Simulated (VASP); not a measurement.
# HfSbH5 (R-3m) in VASP: notebook, part 2 of 3

VASP 6.6.1. Earlier steps stand in the parts before.

## (5) Relaxation of cell and atoms, PBE

This run uses another cell than the first one, of 14.32 Å³/atom, 1.529 times its volume.

Input file INCAR:

```
SYSTEM = HfSbH5
PREC = Accurate
ENCUT = 600
EDIFF = 1E-6
ISMEAR = 0
SIGMA = 0.1
LREAL = .False.
LASPH = .True.
NELM = 100
ALGO = Normal
ISIF = 3
LWAVE = .False.
LCHARG = .False.
GGA = PE
IBRION = 2
NSW = 90
EDIFFG = -0.04
```

Input file KPOINTS:

```
Automatic mesh
0
Gamma
  6 6 6
  0 0 0
```

Input file POSCAR:

```
HfSbH5
1.0
    2.5968969200      1.4993191400      4.2910243600
   -2.5968969200      1.4993191400      4.2910243600
    0.0000000000     -2.9986382800      4.2910243600
Hf Sb H
1 1 5
Direct
    0.0000000000      0.0000000000      0.0000000000
    0.5000000000      0.5000000000      0.5000000000
    0.8098596100      0.8098596100      0.8098596100
    0.1901403900      0.1901403900      0.1901403900
    0.0000000000      0.0000000000      0.5000000000
    0.5000000000      0.0000000000      0.0000000000
    0.0000000000      0.5000000000      0.0000000000
```

Potentials or basis: VASP PAW PBE potentials, release 64 (Hf_pv, Sb, H).

Command:

```sh
$ cat potpaw_PBE.64/Hf_pv/POTCAR potpaw_PBE.64/Sb/POTCAR potpaw_PBE.64/H/POTCAR > POTCAR
$ mpirun -np 1 vasp_std > vasp.out
```

OUTCAR:

```text
SYSTEM = HfSbH5
   PREC = Accurate
   ENCUT = 600
   EDIFF = 1E-6
   ISMEAR = 0
   LREAL = .False.
   LASPH = .True.
   NELM = 100
   ISIF = 3
   GGA = PE
   IBRION = 2
   NSW = 90
   EDIFFG = -0.04

 ion  position               nearest neighbor table
   1  0.000  0.000  0.000-   2 3.69   2 3.69   2 3.69   2 3.69   2 3.69   2 3.69
   2  0.500  0.500  0.500-   1 3.69   1 3.69   1 3.69   1 3.69   1 3.69   1 3.69
   3  0.810  0.810  0.810-
   4  0.190  0.190  0.190-
   5  0.000  0.000  0.500-
   6  0.500  0.000  0.000-
   7  0.000  0.500  0.000-

  LATTYP: Found a trigonal (rhomboedric) cell.
 ALAT       =     5.2349519152
 COS(alpha) =     0.5078312602

  Lattice vectors:

 A1 = (   2.5968969200,   1.4993191400,   4.2910243600)
 A2 = (  -2.5968969200,   1.4993191400,   4.2910243600)
 A3 = (   0.0000000000,  -2.9986382800,   4.2910243600)

Analysis of symmetry for initial positions (statically):
=====================================================================
 Subroutine PRICEL returns:
 Original cell was already a primitive cell.

 Routine SETGRP: Setting up the symmetry group for a
 trigonal (rhombohedral) supercell.

 Subroutine GETGRP returns: Found 12 space group operations
 (whereof 12 operations were pure point group operations)
 out of a pool of 12 trial point group operations.

The static configuration has the point symmetry D_3d.

Analysis of symmetry for dynamics (positions and initial velocities):
=====================================================================
 Subroutine PRICEL returns:
 Original cell was already a primitive cell.

 Routine SETGRP: Setting up the symmetry group for a
 trigonal (rhombohedral) supercell.

 Subroutine GETGRP returns: Found 12 space group operations
 (whereof 12 operations were pure point group operations)
 out of a pool of 12 trial point group operations.

The dynamic configuration has the point symmetry D_3d.

 Subroutine INISYM returns: Found 12 space group operations
 (whereof 12 operations are pure point group operations),
 and found     1 'primitive' translations

[... 125 lines left out ...]
  volume/ion in A,a.u.               =      14.32        96.64
  Fermi-wavevector in a.u.,A,eV,Ry     =   0.956602  1.807715 12.450512  0.915087
  Thomas-Fermi vector in A             =   2.085545
   LORBIT       =      0    0 simple, 1 ext, 2 COOP (PROOUT), +10 PAW based schemes
   GGA     = PE    functional components
   LHFCALC =     F    Hartree Fock is set to
   AEXX    =    0.0000 exact exchange contribution
   IVDW    =     0    specifies the selected vdW correction
   LEPSILON=     F    determine dielectric tensor
   LRPA    =     F    only Hartree local field effects (RPA)
 conjugate gradient relaxation of ions
 non-spin polarized calculation
 Gauss-broadening in eV      SIGMA  =   0.10
  energy-cutoff  :      600.00
  volume of cell :      100.24
 maximum number of plane-waves:      3365
 NGX is ok and might be reduce to    42
   NGX = 21   NGY = 21   NGZ = 21

--------------------------------------- Ionic step        1  -------------------------------------------

 number of electron      20.0000001 magnetization

 Free energy of the ion-electron system (eV)
  ---------------------------------------------------
  ext. energy  EPLUGINS =         0.00000000
  ---------------------------------------------------
  free energy    TOTEN  =       -24.36550660 eV

  energy without entropy =      -24.34181648  energy(sigma->0) =      -24.35366154

------------------------ aborting loop because EDIFF is reached ----------------------------------------

  FORCE on cell =-STRESS in cart. coord.  units (eV):
  Direction    XX          YY          ZZ          XY          YZ          ZX
  --------------------------------------------------------------------------------------
  -------------------------------------------------------------------------------------
  Total       -5.8960797     -5.8960797    -16.3646389      0.0000000      0.0000000      0.0000000
  in kB      -94.2351438    -94.2351443   -261.5507573      0.0000000      0.0000000      0.0000000
  external PRESSURE =    -150.0070151 kB  Pullay stress =       0.0000000 kB
[... 929 lines left out ...]
      3     -26.9209      2.00000
      4      -5.0073      2.00000
      5      -3.6660      2.00000
      6      -2.9426      2.00000
      7       0.9713      2.00000
      8       1.8811      2.00000
      9       3.3287      2.00000
     10       4.9071      0.00006
     11       5.5108      0.00000
     12       5.8445      0.00000
     13       6.3979      0.00000
     14       6.9613      0.00000

 [... further k-points ...]

[... ionic steps 4 to 13 ...]

--------------------------------------- Ionic step       14  -------------------------------------------

 number of electron      20.0000001 magnetization

------------------------ aborting loop because EDIFF is reached ----------------------------------------
[... 77 lines left out ...]
--------------------------------------- Ionic step       16  -------------------------------------------

 number of electron      20.0000001 magnetization

 Free energy of the ion-electron system (eV)
  ---------------------------------------------------
  ext. energy  EPLUGINS =         0.00000000
  ---------------------------------------------------
  free energy    TOTEN  =       -28.10817481 eV

  energy without entropy =      -28.10129479  energy(sigma->0) =      -28.10473480

 E-fermi :   5.5642     XC(G=0): -10.6306

 val. band max:        5.5240262630   @ k =   0.3333   0.3333  -0.0000
 cond. band min:       5.5892732978   @ k =  -0.1667   0.1667   0.0000
 fundamental gap:      0.0652470348
 Fermi energy:         5.5642318774
[... 442 lines left out ...]
  FREE ENERGIE OF THE ION-ELECTRON SYSTEM (eV)
  ---------------------------------------------------
  free  energy   TOTEN  =       -28.1081748132 eV

  energy  without entropy=      -28.1012947888  energy(sigma->0) =      -28.10473480

 reached required accuracy - stopping structural energy minimisation
```

Wall time 9.2 min (1 thread of Oxide Virtual Turin-like, shared host); peak memory 0.29 GiB.

What came out:

```
Free energy                            : -28.1082 eV
Relaxed volume                         : 9.25 Å³/atom
Relaxed cell                           : a = 4.163 Å, b = 4.163 Å, c = 4.163 Å, α = 73.56°, β = 73.56°, γ = 73.56°
Space group after relaxing (to 0.05 Å) : R-3m (No. 166)
Energy gained by relaxing              : 534.7 meV/atom
Ionic steps                            : 16
Pressure after relaxing                : 0.4 GPa
Largest force after relaxing           : 0.031 eV/Å
Band gap on the k mesh                 : zero (band 10 reaches 6.16 eV, above the bottom of band 11 at 2.94 eV)
```

Forces in eV/Å, atoms in the order of the input:
```
Hf   0.000  0.000  0.000
Sb   0.000  0.000  0.000
H    0.000  0.000 -0.031
H    0.000  0.000  0.031
H    0.000  0.000  0.000
H    0.000  0.000  0.000
H    0.000  0.000  0.000
```

Step by step:
| step | energy change (eV) | largest force (eV/Å) | pressure (GPa) | volume (Å³) |
| --- | --- | --- | --- | --- |
| 1 | 0.0000 | 1.3191 | -15.00 | 100.24 |
| 2 | -2.3109 | 0.9353 | -11.51 | 81.86 |
| 3 | 3.9135 | 11.9783 | 95.26 | 44.72 |
| 4 | -2.9897 | 0.6291 | -7.67 | 74.33 |
| 5 | -3.2138 | 1.7851 | 12.06 | 60.73 |
| 6 | -3.4107 | 0.2813 | -0.01 | 67.13 |
| 7 | -3.4262 | 0.4802 | 1.59 | 66.04 |
| 8 | -3.4275 | 0.5988 | 2.55 | 65.43 |
| 9 | -3.5471 | 0.7958 | 2.02 | 65.77 |
| 10 | -3.5926 | 1.0766 | 1.93 | 66.08 |
| 11 | -3.6775 | 0.4752 | -0.92 | 67.24 |
| 12 | -3.6936 | 0.1207 | -2.82 | 68.13 |
| 13 | -3.7199 | 0.0860 | -1.73 | 66.89 |
| 14 | -3.7396 | 0.0406 | 0.28 | 64.95 |
| 15 | -3.7400 | 0.0340 | 0.62 | 64.65 |
| 16 | -3.7427 | 0.0306 | 0.43 | 64.74 |

Final structure:
```xyz
7
Lattice="2.4927 1.4392 3.0079 -2.4927 1.4392 3.0079 0.0000 -2.8783 3.0079" Properties=species:S:1:pos:R:3 pbc="T T T"
Hf    0.0000    0.0000    0.0000
Sb    0.0000    0.0000    4.5119
H     0.0000    0.0000    7.1093
H     0.0000    0.0000    1.9144
H     0.0000   -1.4392    1.5040
H     1.2464    0.7196    1.5040
H    -1.2464    0.7196    1.5040
```

Caveat: the volume moved by over 15 % at a fixed basis, so the end points are rough; spin-orbit coupling is left out, which moves the levels of the heavy elements.

(Continued in part 3 of 3.)
